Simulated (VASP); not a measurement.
Runs of VASP 6.6.1 on ZnAu. The structure is that of space group Pm-3m (No. 221), or close to it. The cells are those of the table. 

```tsv
task	cell	gap on the mesh (eV)	pressure (GPa)
single point	a = 3.181 Å, 2 atoms	none	-6.2
electric field gradients	a = 3.212 Å, 2 atoms	none	-9.0
electric field gradients	a = 3.150 Å, 2 atoms	none	(a)
single point	a = 3.212 Å, 2 atoms	none	-9.0
electric field gradients	a = 3.086 Å, 2 atoms	none	6.7
electric field gradients	a = 3.181 Å, 2 atoms	none	-6.1
single point	a = 3.118 Å, 2 atoms	none	1.6
single point	a = 3.086 Å, 2 atoms	none	6.7
```

Alike in all rows: level PBEsol; potentials or basis VASP PAW PBE potentials, release 64 (Zn, Au); no spin polarisation; k mesh 13 × 13 × 13; cutoff (eV) 520; smearing fermi-dirac 0.05 eV.

Question: Estimate the missing entries.

Answer: (a) -2.6.

Caveats: the PAW data sets were made with another functional, which shifts forces and pressure a little; spin-orbit coupling is left out, which moves the levels of the heavy elements; the cell stands under tension (at least some runs); the cell stands under pressure (at least some runs).

A k mesh can miss the band edges, and the runs leave out spin-orbit coupling on Au.

A gap of «none» marks levels without a gap at the run's occupations.
